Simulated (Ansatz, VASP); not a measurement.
**Sn3Sb2 in VASP and in Ansatz**

INCAR

```
  ALGO = Fast
  EDIFF = 1E-6
  ENCUT = 520
  GGA = PE
  ISIF = 2
  ISMEAR = 0
  LASPH = T
  LCHARG = F
  LREAL = F
  LWAVE = F
  NBANDS = 34
  NELM = 100
  PREC = Accurate
  SIGMA = 0.1
```

KPOINTS

```
k-points
0
Gamma
  6 6 6
```

POSCAR

```
Sn3Sb2
1.0
    2.0322684599      1.1733307424      9.4205951912
   -2.0322684599      1.1733307424      9.4205951912
    0.0000000000     -2.3466614847      9.4205951912
Sn Sb
3 2
Direct
    0.0000000000      0.0000000000      0.0000000000
    0.2095000000      0.2095000000      0.2095000000
    0.7905000000      0.7905000000      0.7905000000
    0.4000000000      0.4000000000      0.4000000000
    0.6000000000      0.6000000000      0.6000000000
```

Input for Ansatz:

```yaml
crystal:
  lattice:
    - [2.0322684599, 1.1733307424, 9.4205951912]
    - [-2.0322684599, 1.1733307424, 9.4205951912]
    - [0.0, -2.3466614847, 9.4205951912]
  atoms:
    - { symbol: Sn, position: [0.0, 0.0, 0.0] }
    - { symbol: Sn, position: [0.2095, 0.2095, 0.2095] }
    - { symbol: Sn, position: [0.7905, 0.7905, 0.7905] }
    - { symbol: Sb, position: [0.4, 0.4, 0.4] }
    - { symbol: Sb, position: [0.6, 0.6, 0.6] }
basis:
  ecutwfc: 420
kpoints:
  mp_grid: { grid: [6, 6, 6] }
hamiltonian:
  xc: pbe
scf:
  occupations: { method: gaussian, width: 0.1 }
  lower_state_search: "off"
output:
  forces: true
  stress: true
  eigenvalues: true
```

Alike in both runs: task single point; functional PBE; k mesh 6 × 6 × 6; occupations gaussian, width 0.1 eV; no spin polarisation.

|  | VASP | Ansatz |
| --- | --- | --- |
| version | VASP 6.6.1 | Ansatz 0.2.0 |
| potentials or method | VASP PAW PBE potentials, release 64 (Sn_d, Sb), cutoff 520 eV | scalar-relativistic, plane waves, PAW |
| valence electrons in the cell | 52 | 72 |

Ansatz gave:

| Quantity | Value |
| --- | --- |
| gap on the k mesh at the Fermi level (eV) | none |
| pressure (GPa) | 8.8 |
| traceless stress, the component that is largest in VASP (GPa) | -2.97 |
| rms of the force components (eV/Å) | 0.393 |

Q: What did VASP give for the same quantities?

A: gap on the k mesh at the Fermi level (eV): none; pressure (GPa): 8.8; traceless stress, the component that is largest in VASP (GPa): -2.95; rms of the force components (eV/Å): 0.398.

Atom by atom the forces differ by 0.005 eV/Å (rms over components). A gap of «none» marks a metal or a gap that the smearing closes. VASP's potentials hold 52 valence electrons a cell and Ansatz's 72, so a difference there can come from the potentials and not from the codes.

Neither program's run includes spin-orbit coupling.
